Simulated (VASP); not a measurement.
Input of a VASP 6.6.1 run:

The input INCAR:

```
SYSTEM = Pb2O
PREC     = Accurate       ! precision mode
ENCUT    = 520            ! plane-wave cutoff, eV
EDIFF    = 1E-6           ! SCF threshold, eV
ISMEAR   = 0              ! smearing method
SIGMA    = 0.1            ! smearing width, eV
LREAL    = .False.        ! projectors in reciprocal space
LASPH    = .True.         ! aspherical terms in the spheres
NELM     = 80             ! most SCF steps
ALGO     = Normal         ! electronic algorithm
ISIF     = 2              ! what is computed and relaxed
LWAVE    = .False.        ! write WAVECAR
LCHARG   = .False.        ! write CHGCAR
GGA      = PS             ! functional
NBANDS   = 43             ! bands
```

File KPOINTS:

```
regular mesh
0
Gamma
  8 8 8
  0 0 0
```

Contents of POSCAR:

```
Pb2O
1.0
    5.4855169846      0.0000000000      0.0000000000
    0.0000000000      5.4855169846      0.0000000000
    0.0000000000      0.0000000000      5.4855169846
Pb O
4 2
Direct
    0.2500000000      0.2500000000      0.2500000000
    0.7500000000      0.7500000000      0.2500000000
    0.2500000000      0.7500000000      0.7500000000
    0.7500000000      0.2500000000      0.7500000000
    0.0000000000      0.0000000000      0.0000000000
    0.5000000000      0.5000000000      0.5000000000
```

Potentials or basis: VASP PAW PBE potentials, release 64 (Pb_d, O).

The run is started by

```sh
$ cat potpaw_PBE.64/Pb_d/POTCAR potpaw_PBE.64/O/POTCAR > POTCAR
$ mpirun -np 1 vasp_std > vasp.out
```

Question: Estimate the pressure.

Answer: -2.8 GPa.

Question: Predict the band gap on the k mesh.

Answer: Zero (bands 34 and 35 overlap by 0.83 eV).

Caveat: the PAW data sets were made with another functional, which shifts forces and pressure a little; spin-orbit coupling is left out, which moves the levels of the heavy elements.
